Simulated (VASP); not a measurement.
TaAs, 4 atoms in the cell. The structure is tetragonal, space group I4_1md (No. 109). Conventional cell: a = 3.480 Å, b = 3.480 Å, c = 11.807 Å, α = 90.00°, β = 90.00°, γ = 90.00°. Ta (site symmetry 2mm) has 6 As at 2.64 to 2.65 Å and 8 Ta at 3.43 to 3.48 Å within 3.5 Å. Within 3.5 Å of As (site symmetry 2mm) lie 6 Ta at 2.64 to 2.65 Å and 8 As at 3.43 to 3.48 Å. 

- Program: VASP 6.6.1
- Task: single point
- Functional: RPBE
- Potentials or basis: VASP PAW PBE potentials, release 64 (Ta_pv, As)
- Cutoff: 520 eV
- k mesh: 11 × 11 × 11
- Occupations: fermi-dirac, width 0.05 eV
- Spin: no spin polarisation
- Dipole correction: no
- Further INCAR settings: ALGO = Normal; EDIFF = 1e-07; NBANDS = 24

Potentials or basis: VASP PAW PBE potentials, release 64 (Ta_pv, As).

Launch:

```bash
$ cat potpaw_PBE.64/Ta_pv/POTCAR potpaw_PBE.64/As/POTCAR > POTCAR
$ mpirun -np 1 vasp_std > vasp.out
```

Hardware: 1 thread of Intel Xeon 8259CL (shared host).

**Question.** Estimate the wall time of this run.

**Answer.** Wall time 12 min on 1 thread of Intel Xeon 8259CL (shared host), peak memory 0.45 GiB. Counts: scf iterations 14, k points 126.
